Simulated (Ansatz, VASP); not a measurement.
## Two plane-wave programs on AlN

The input INCAR:

```
SYSTEM = AlN
PREC = Accurate
ENCUT = 520
EDIFF = 1E-6
ISMEAR = 0
SIGMA = 0.05
LREAL = .FALSE.
LASPH = .TRUE.
NELM = 60
ALGO = Normal
ISIF = 2
LWAVE = .FALSE.
LCHARG = .TRUE.
GGA = PS
LELF = .TRUE.
LVHAR = .TRUE.
NBANDS = 26
```

The input KPOINTS:

```
Automatic mesh
0
G
  8 8 3
  0 0 0
```

The input POSCAR:

```
AlN
1.0
   -3.1135599822      0.0000000000      0.0000000000
   -1.5567799911     -2.6964220408      0.0000000000
   -0.1297316659     -0.2247018367     11.1667009506
Al N
4 4
Direct
    0.3333333333      0.2660579322      0.8073048133
    0.3333333333      0.3032470007      0.3610359916
    0.6666666667      0.6551748683      0.1379015808
    0.6666666667      0.6179857998      0.5841704025
    0.3333333333      0.3262305975      0.0852328300
    0.3333333333      0.2890415290      0.5315016517
    0.6666666667      0.6409693966      0.3083672409
    0.6666666667      0.6037803281      0.7546360626
```

Input for Ansatz:

```yaml
crystal:
  lattice:
    - [-3.1135599822, 0.0, 0.0]
    - [-1.5567799911, -2.6964220408, 0.0]
    - [-0.1297316659, -0.2247018367, 11.1667009506]
  atoms:
    - { symbol: Al, position: [0.3333333333, 0.2660579322, 0.8073048133] }
    - { symbol: Al, position: [0.3333333333, 0.3032470007, 0.3610359916] }
    - { symbol: Al, position: [0.6666666667, 0.6551748683, 0.1379015808] }
    - { symbol: Al, position: [0.6666666667, 0.6179857998, 0.5841704025] }
    - { symbol: "N", position: [0.3333333333, 0.3262305975, 0.08523283] }
    - { symbol: "N", position: [0.3333333333, 0.289041529, 0.5315016517] }
    - { symbol: "N", position: [0.6666666667, 0.6409693966, 0.3083672409] }
    - { symbol: "N", position: [0.6666666667, 0.6037803281, 0.7546360626] }
basis:
  ecutwfc: 520.0
kpoints:
  mp_grid: { grid: [8, 8, 3] }
hamiltonian:
  xc: pbesol
  pseudopotentials: { kind: paw, azcp: { folder: soft_1 } }
scf:
  occupations: { method: gaussian, width: 0.05 }
output:
  forces: true
  stress: true
  eigenvalues: true
```

Alike in both runs: task single point; functional PBEsol; k mesh 8 × 8 × 3; occupations gaussian, width 0.05 eV; no spin polarisation.

|  | VASP | Ansatz |
| --- | --- | --- |
| version | VASP 6.6.1 | Ansatz 0.2.0 |
| potentials or method | VASP PAW PBE potentials, release 64 (Al, N), cutoff 520 eV | scalar-relativistic, plane waves, PAW |
| valence electrons in the cell | 32 | 32 |

|  | VASP | Ansatz | Ansatz less VASP |
| --- | --- | --- | --- |
| gap on the k mesh at the Fermi level (eV) | 0.46 | 0.45 | -0.012 |
| least direct gap on the mesh (eV) | 0.46 | 0.45 | -0.012 |
| pressure (GPa) | -4.0 | -4.0 | -0.01 |
| traceless stress, the component that is largest in VASP (GPa) | -6.25 | -6.12 | +0.124 |
| rms of the force components (eV/Å) | 0.734 | 0.738 | +0.0034 |

VASP's potentials were made for PBE, not for PBEsol, and Ansatz warns of the same on its side. Atom by atom the forces differ by 0.005 eV/Å (rms over components). With one functional, cell and mesh, what is left measures potentials, basis and numerics.
